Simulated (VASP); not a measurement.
Ti:

```xyz
1
Lattice="0.0000 2.0300 2.0300 2.0300 0.0000 2.0300 2.0300 2.0300 0.0000" Properties=species:S:1:pos:R:3 pbc="T T T"
Ti    0.0000    0.0000    0.0000
```

```yaml
Program: VASP 6.6.1
Task: relaxation of cell and atoms
Functional: PBEsol
Dispersion: D3(BJ)
Potentials_or_basis: VASP PAW PBE potentials, release 64 (Ti_sv)
Cutoff: 600 eV
k_mesh: 11 × 11 × 11
Occupations: fermi-dirac, width 0.05 eV
Spin: no spin polarisation
```

At the start: pressure -6.9 GPa; volume 16.73 Å³/atom.

Q: How do energy, volume and symmetry change on relaxing?

A: Over 3 steps the energy falls by 22.7 meV/atom and the volume is 15.73 Å³/atom (-6.0 %); space group Fm-3m (No. 225, to 0.05 Å).

Step by step:
| step | energy change (eV) | largest force (eV/Å) | pressure (GPa) | volume (Å³) |
| --- | --- | --- | --- | --- |
| 1 | 0.0000 | 0.0000 | -6.87 | 16.73 |
| 2 | -0.0109 | 0.0000 | 5.83 | 15.05 |
| 3 | -0.0227 | 0.0000 | -0.01 | 15.73 |

Final structure:
```yaml
crystal:
  lattice:
    - [0.00000, 1.98853, 1.98853]
    - [1.98853, 0.00000, 1.98853]
    - [1.98853, 1.98853, 0.00000]
  atoms:
    - { symbol: Ti, position: [0.00000, 0.00000, 0.00000] }
```

Caveat: the PAW data sets were made with another functional, which shifts forces and pressure a little; pairwise dispersion overbinds metals, which lowers pressure and volume.
